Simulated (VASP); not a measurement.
# Sb (C2/c) in VASP: notebook

Runs on Sb. Level: RPBE. Tasks: single point.

Everything below comes from runs of VASP 6.6.1. Logs are shortened: lines on timing, memory, paths and dates and some standing lists are left out, and cuts for length are marked.

## 1. The cell of the first run

The typed cell holds 2 atoms: a = 4.536 Å, b = 4.536 Å, c = 4.558 Å, α = 97.10°, β = 97.10°, γ = 138.66°.

## 2. Single point, RPBE (29.01 Å³/atom)

Input file INCAR:

```
SYSTEM = Sb
PREC = Accurate
ENCUT = 520
EDIFF = 1E-7
ISMEAR = -1
SIGMA = 0.1
LREAL = .FALSE.
LASPH = .TRUE.
NELM = 100
ALGO = Normal
ISIF = 2
LWAVE = .FALSE.
LCHARG = .FALSE.
GGA = RP
NBANDS = 12
```

Input file KPOINTS:

```
regular mesh
0
G
  12 12 8
  0 0 0
```

Input file POSCAR:

```
Sb
1.0
   -2.9999513383      3.0013402967      1.6011219028
    3.0013402967     -2.9999513383      1.6011219028
    3.0179448074      3.0179448074     -1.5985780230
Sb
2
Direct
    0.9999850888      0.0000149112      0.0000000000
    0.7500149112      0.2499850888      0.5000000000
```

Potentials or basis: VASP PAW PBE potentials, release 64 (Sb).

On the command line:

```bash
$ cat potpaw_PBE.64/Sb/POTCAR > POTCAR
$ mpirun -np 1 vasp_std > vasp.out
```

OUTCAR:

```text
SYSTEM = Sb
   PREC = Accurate
   ENCUT = 520
   EDIFF = 1E-7
   ISMEAR = -1
   LREAL = .FALSE.
   LASPH = .TRUE.
   NELM = 100
   ISIF = 2
   GGA = RP

 ion  position               nearest neighbor table
   1  1.000  0.000  0.000-   2 3.11   2 3.11   2 3.12   2 3.12
   2  0.750  0.250  0.500-   1 3.11   1 3.11   1 3.12   1 3.12

  LATTYP: Found a base centered monoclinic cell.
 ALAT       =     3.2022444081
 B/A-ratio  =     2.6503623523
 C/A-ratio  =     1.4232420218
 COS(beta)  =    -0.3501778584

  Lattice vectors:

 A1 = (  -2.9999513383,   3.0013402967,   1.6011219028)
 A2 = (   3.0013402967,  -2.9999513383,   1.6011219028)
 A3 = (   3.0179448074,   3.0179448074,  -1.5985780230)

Analysis of symmetry for initial positions (statically):
=====================================================================
 Subroutine PRICEL returns:
 Original cell was already a primitive cell.

 Routine SETGRP: Setting up the symmetry group for a
 base centered monoclinic supercell.

 Subroutine GETGRP returns: Found  4 space group operations
 (whereof  2 operations were pure point group operations)
 out of a pool of  4 trial point group operations.

The static configuration has the point symmetry C_2 .
 The point group associated with its full space group is C_2h.

Analysis of symmetry for dynamics (positions and initial velocities):
=====================================================================
 Subroutine PRICEL returns:
 Original cell was already a primitive cell.

 Routine SETGRP: Setting up the symmetry group for a
 base centered monoclinic supercell.

 Subroutine GETGRP returns: Found  4 space group operations
 (whereof  2 operations were pure point group operations)
 out of a pool of  4 trial point group operations.

The dynamic configuration has the point symmetry C_2 .
 The point group associated with its full space group is C_2h.

 Subroutine INISYM returns: Found  4 space group operations
 (whereof  2 operations are pure point group operations),
 and found     1 'primitive' translations

----------------------------------------------------------------------------------------

                                     Primitive cell

  volume of cell :      58.0110

  direct lattice vectors                    reciprocal lattice vectors
    -2.999951338  3.001340297  1.601121903    -0.000628179  0.166002617  0.312209302
     3.001340297 -2.999951338  1.601121903     0.166002617 -0.000628179  0.312209302
     3.017944807  3.017944807 -1.598578023     0.165637605  0.165637605 -0.000143689

  length of vectors
     4.535564238  4.535564238  4.557568805     0.353598517  0.353598517  0.234246992
[... 93 lines left out ...]
   NUPDOWN=      -1.0000    fix difference up-down
   EMIN   =  10.00;   EMAX   =-10.00  energy-range for DOS
   EFERMI =   0.00;   METHOD = LEGACY
   ISMEAR =    -1;   SIGMA  =   0.10  broadening in eV -4-tet -1-fermi 0-gaus
   EFERMI_NEDOS =   21; number of points for ismear=-14 and -15
   IALGO  =     38    algorithm
   IMIX   =      4    mixing-type and parameters
     AMIX     =   0.40;   BMIX     =  1.00
     AMIX_MAG =   1.60;   BMIX_MAG =  1.00
  volume/ion in A,a.u.               =      29.01       195.74
  Fermi-wavevector in a.u.,A,eV,Ry     =   0.911111  1.721751 11.294520  0.830124
  Thomas-Fermi vector in A             =   2.035352
   LORBIT       =      0    0 simple, 1 ext, 2 COOP (PROOUT), +10 PAW based schemes
   GGA     = RP    functional components
   LHFCALC =     F    Hartree Fock is set to
   AEXX    =    0.0000 exact exchange contribution
   IVDW    =     0    specifies the selected vdW correction
   LEPSILON=     F    determine dielectric tensor
   LRPA    =     F    only Hartree local field effects (RPA)
 non-spin polarized calculation
  energy-cutoff  :      520.00
  volume of cell :       58.01
 maximum number of plane-waves:      1580
 NGX is ok and might be reduce to    36
   NGX = 17   NGY = 17   NGZ = 17

 number of electron      10.0000001 magnetization

 Free energy of the ion-electron system (eV)
  ---------------------------------------------------
  ext. energy  EPLUGINS =         0.00000000
  ---------------------------------------------------
  free energy    TOTEN  =        -7.28906065 eV

  energy without entropy =       -7.25297793  energy(sigma->0) =       -7.27101929

 E-fermi :   7.6604     XC(G=0):  -9.7550

 val. band max:        7.6594120891   @ k =  -0.2500   0.3333   0.1250
 cond. band min:       7.6636301330   @ k =  -0.4167  -0.4167   0.1250
 fundamental gap:      0.0042180439
 Fermi energy:         7.6604381557

 k-point     1 :       0.0000    0.0000    0.0000
  band No.  band energies     occupation
      1      -4.8581      2.00000
      2       0.7099      2.00000
      3       4.2026      2.00000
      4       4.2753      2.00000
      5       9.8606      0.00000
      6      11.2576      0.00000
      7      11.2863      0.00000
      8      12.0237      0.00000
      9      12.1498      0.00000
     10      15.2533      0.00000
     11      15.9786      0.00000
     12      16.6738      0.00000
[... 331 lines left out ...]
 k-point    24 :      -0.4167    0.1667    0.0000
  band No.  band energies     occupation
      1      -3.2214      2.00000
      2      -0.4373      2.00000
      3       4.4616      2.00000
      4       6.0961      2.00000
      5       7.1013      1.99257
      6       8.0712      0.03236
      7       8.5351      0.00032
      8      10.8380      0.00000
      9      13.1536      0.00000
     10      14.4811      0.00000
     11      14.9724      0.00000
     12      18.0503      0.00000

 [... further k-points ...]

------------------------ aborting loop because EDIFF is reached ----------------------------------------

  FORCE on cell =-STRESS in cart. coord.  units (eV):
  Direction    XX          YY          ZZ          XY          YZ          ZX
  --------------------------------------------------------------------------------------
  -------------------------------------------------------------------------------------
  Total        0.7888177      0.7888177      0.8893486      0.0428933     -0.0076016     -0.0076015
  in kB       21.7859772     21.7859772     24.5624926      1.1846488     -0.2099437     -0.2099435
  external PRESSURE =      22.7114823 kB  Pullay stress =       0.0000000 kB

 VOLUME and BASIS-vectors are now :
 -----------------------------------------------------------------------------
  energy-cutoff  :      520.00
  volume of cell :       58.01
      direct lattice vectors                 reciprocal lattice vectors
    -2.999951338  3.001340297  1.601121903    -0.000628179  0.166002617  0.312209302
     3.001340297 -2.999951338  1.601121903     0.166002617 -0.000628179  0.312209302
     3.017944807  3.017944807 -1.598578023     0.165637605  0.165637605 -0.000143689

 POSITION                                       TOTAL-FORCE (eV/Angst)
 -----------------------------------------------------------------------------------
     -2.99986      3.00125      1.60112         0.000805     -0.000805     -0.000000
      0.00925      3.01008      0.80183        -0.000805      0.000805      0.000000
 -----------------------------------------------------------------------------------
    total drift:                                0.000000      0.000000     -0.000000

  FREE ENERGIE OF THE ION-ELECTRON SYSTEM (eV)
  ---------------------------------------------------
  free  energy   TOTEN  =        -7.2890606520 eV

  energy  without entropy=       -7.2529779289  energy(sigma->0) =       -7.27101929
```

stdout:

```text
POSCAR found type information on POSCAR Sb
 POSCAR found :  1 types and       2 ions
 scaLAPACK will be used
 -----------------------------------------------------------------------------
|                                                                             |
|                                                                             |
|     You enforced a specific xc type in the INCAR file but a different       |
|     I HOPE YOU KNOW WHAT YOU ARE DOING!                                     |
|                                                                             |
 -----------------------------------------------------------------------------

 LDA part: xc-table for (Slater+PW92), standard interpolation
 POSCAR, INCAR and KPOINTS ok, starting setup
 FFT: planning ... GRIDC
 FFT: planning ... GRID_SOFT
 FFT: planning ... GRID
 WAVECAR not read
 entering main loop
```

Run time: 3.7 min. Hardware: 1 thread of Intel Xeon 8259CL, shared host; peak memory 0.34 GiB.

What came out:

* Free energy: -7.2891 eV
* Pressure: 2.3 GPa
* Band gap on the k mesh: zero (bands 5 and 6 overlap by 5.41 eV)

Caveat: the PAW data sets were made with another functional, which shifts forces and pressure a little; spin-orbit coupling is left out, which moves the levels of the heavy elements.

## 3. Single point, RPBE (30.21 Å³/atom)

This run uses another cell than the first one, of 30.21 Å³/atom.

Input file INCAR:

```
ALGO     = Normal         # electronic algorithm
EDIFF    = 1E-7           # SCF threshold, eV
ENCUT    = 520            # plane-wave cutoff, eV
GGA      = RP             # functional
ISIF     = 2              # what is computed and relaxed
ISMEAR   = -1             # smearing method
LASPH    = T              # aspherical terms in the spheres
LCHARG   = T              # write CHGCAR
LELF     = T              # ELF
LREAL    = F              # projectors in reciprocal space
LVHAR    = T            
LWAVE    = F              # write WAVECAR
NBANDS   = 12             # bands
NELM     = 100            # most SCF steps
PREC     = Accurate       # precision mode
SIGMA    = 0.1            # smearing width, eV
```

Input file KPOINTS:

```
k-points
0
Gamma
  12 12 8
```

Input file POSCAR:

```
Sb
1.0
   -3.0410516694      3.0424596570      1.6230578054
    3.0424596570     -3.0410516694      1.6230578054
    3.0592916550      3.0592916550     -1.6204790736
Sb
2
Direct
    0.9999850888      0.0000149112      0.0000000000
    0.7500149112      0.2499850888      0.5000000000
```

Potentials or basis: VASP PAW PBE potentials, release 64 (Sb).

On the command line:

```bash
$ cat potpaw_PBE.64/Sb/POTCAR > POTCAR
$ mpirun -np 1 vasp_std > vasp.out
```

Wall time 3.7 min (1 thread of Intel Xeon 8259CL, shared host); peak memory 0.35 GiB.

Results (log left out):

```yaml
Free_energy: -7.3051 eV
Pressure: -0.1 GPa
Band_gap_on_the_k_mesh: zero (bands 5 and 6 overlap by 5.25 eV)
```

Stress tensor (GPa, compression positive):
```
-0.14  0.10 -0.02
 0.10 -0.14 -0.02
-0.02 -0.02  0.11
```

Levels at points of the mesh, in eV from the Fermi level:
```
           k point  band 1  band 2  band 3  band 4  band 5  band 6  band 7  band 8  band 9  band 10
(0.00, 0.00, 0.00)  -12.21   -7.00   -3.29   -3.22    2.35    3.46    3.49    4.16    4.28     7.53
(0.50, 0.00, 0.00)   -8.97   -7.29   -4.16   -3.04   -2.40    0.70    1.25    2.01    5.60     7.35
(0.50, 0.50, 0.00)  -10.38  -10.38   -1.15   -1.15   -0.63   -0.63    3.90    3.92    7.72     7.74
(0.00, 0.00, 0.50)  -10.39  -10.39   -1.11   -1.11   -0.57   -0.57    3.92    3.92    7.74     7.74
(0.50, 0.00, 0.50)   -8.97   -7.29   -4.16   -3.04   -2.41    0.68    1.24    2.01    5.59     7.37
(0.50, 0.50, 0.50)   -9.69   -9.69   -5.39   -5.39    3.23    3.23    5.55    5.55    9.81     9.81
```

Caveat: the PAW data sets were made with another functional, which shifts forces and pressure a little; spin-orbit coupling is left out, which moves the levels of the heavy elements.

## 4. Single point, RPBE (31.42 Å³/atom)

This run uses another cell than the first one, of 31.42 Å³/atom.

Input file INCAR:

```
PREC     = Accurate       # precision mode
ENCUT    = 520            # plane-wave cutoff, eV
EDIFF    = 1E-7           # SCF threshold, eV
ISMEAR   = -1             # smearing method
SIGMA    = 0.1            # smearing width, eV
LREAL    = F              # projectors in reciprocal space
LASPH    = T              # aspherical terms in the spheres
NELM     = 100            # most SCF steps
ALGO     = Normal         # electronic algorithm
ISIF     = 2              # what is computed and relaxed
LWAVE    = F              # write WAVECAR
LCHARG   = T              # write CHGCAR
GGA      = RP             # functional
LELF     = T              # ELF
LVHAR    = T            
NBANDS   = 12             # bands
```

Input file KPOINTS:

```
Automatic mesh
0
Gamma
  12 12 8
```

Input file POSCAR:

```
Sb
1.0
   -3.0810700964      3.0824966122      1.6444162784
    3.0824966122     -3.0810700964      1.6444162784
    3.0995501093      3.0995501093     -1.6418036121
Sb
2
Direct
    0.9999850888      0.0000149112      0.0000000000
    0.7500149112      0.2499850888      0.5000000000
```

On the command line:

```bash
$ cat potpaw_PBE.64/Sb/POTCAR > POTCAR
$ mpirun -np 1 vasp_std > vasp.out
```

It took 3.5 min on 1 thread of Intel Xeon 8259CL, shared host; peak memory 0.36 GiB.

The run converged. Its results:

| Property | Result |
| --- | --- |
| Free energy | -7.2898 eV |
| Pressure | -1.9 GPa |
| Band gap on the k mesh | zero (bands 5 and 6 overlap by 5.09 eV) |

Forces in eV/Å, atoms in the order of the input:
```
Sb   0.002 -0.002  0.000
Sb  -0.002  0.002  0.000
```

Stress tensor (GPa, compression positive):
```
-1.98  0.08 -0.02
 0.08 -1.98 -0.02
-0.02 -0.02 -1.75
```

Levels at points of the mesh, in eV from the Fermi level:
```tsv
k point	band 1	band 2	band 3	band 4	band 5	band 6	band 7	band 8	band 9	band 10
(0.00, 0.00, 0.00)	-11.92	-7.04	-3.13	-3.06	2.49	3.32	3.35	3.98	4.08	7.46
(0.50, 0.00, 0.00)	-8.88	-7.26	-4.02	-2.89	-2.28	0.67	1.33	1.90	5.59	7.27
(0.50, 0.50, 0.00)	-10.18	-10.17	-1.08	-1.07	-0.63	-0.63	3.75	3.77	7.63	7.65
(0.00, 0.00, 0.50)	-10.19	-10.19	-1.03	-1.03	-0.57	-0.57	3.78	3.78	7.65	7.65
(0.50, 0.00, 0.50)	-8.87	-7.26	-4.02	-2.89	-2.29	0.66	1.32	1.91	5.59	7.28
(0.50, 0.50, 0.50)	-9.56	-9.56	-5.13	-5.13	3.13	3.13	5.28	5.28	9.60	9.60
```

Caveat: the PAW data sets were made with another functional, which shifts forces and pressure a little; spin-orbit coupling is left out, which moves the levels of the heavy elements.

## 5. Summary

```csv
cell,gap on the mesh (eV),pressure (GPa)
"a = 4.536, b = 4.536, c = 4.558 Å, angles 97.1, 97.1, 138.7°, 2 atoms",none,2.3
"a = 4.598, b = 4.598, c = 4.620 Å, angles 97.1, 97.1, 138.7°, 2 atoms",none,-0.1
"a = 4.658, b = 4.658, c = 4.681 Å, angles 97.1, 97.1, 138.7°, 2 atoms",none,-1.9
```

Alike in all rows: task single point; level RPBE; potentials or basis VASP PAW PBE potentials, release 64 (Sb); no spin polarisation; k mesh 12 × 12 × 8; cutoff (eV) 520; smearing fermi-dirac 0.1 eV.

Caveats: the PAW data sets were made with another functional, which shifts forces and pressure a little; spin-orbit coupling is left out, which moves the levels of the heavy elements.

Absolute energies hang on the potentials; compare differences alone.
